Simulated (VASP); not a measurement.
Set up this calculation in VASP 6.6.1, as the native input.

```yaml
Task: single point
Functional: PBE
Potentials_or_basis: VASP PAW PBE potentials, release 64 (C)
Cutoff: 520 eV
k_mesh: 12 × 12 × 12
Occupations: gaussian, width 0.02 eV
Spin: no spin polarisation
Dipole_correction: no
Further_INCAR_settings: ALGO = Normal; EDIFF = 1e-06; NBANDS = 11
```

The structure of C lies in POSCAR:

```
C
1.0
    0.0000000000      1.8433806601      1.8433806601
    1.8433806601      0.0000000000      1.8433806601
    1.8433806601      1.8433806601      0.0000000000
C
2
Direct
    0.0000000000      0.0000000000      0.0000000000
    0.2500000000      0.2500000000      0.2500000000
```

This cell differs from its parent crystal: volume scaled by 1.10.

One way to write it, as run:

INCAR

```
SYSTEM = C
PREC = Accurate
ENCUT = 520
EDIFF = 1E-6
ISMEAR = 0
SIGMA = 0.02
LREAL = .FALSE.
LASPH = .TRUE.
NELM = 80
ALGO = Normal
ISIF = 2
LWAVE = .FALSE.
LCHARG = .TRUE.
GGA = PE
LELF = .TRUE.
LVHAR = .TRUE.
NBANDS = 11
```

KPOINTS

```
regular mesh
0
G
  12 12 12
  0 0 0
```

Potentials or basis: VASP PAW PBE potentials, release 64 (C).

Command:

```console
$ cat potpaw_PBE.64/C/POTCAR > POTCAR
$ mpirun -np 1 vasp_std > vasp.out
```

It gave:

```
Pressure               : -34.2 GPa
Band gap on the k mesh : 3.93 eV, indirect (least direct gap 5.32 eV)
```

It took 3.9 s on 1 thread of Intel(R) Xeon(R) 6975P-C (Granite Rapids), with other jobs on the host, peak memory 0.12 GiB.
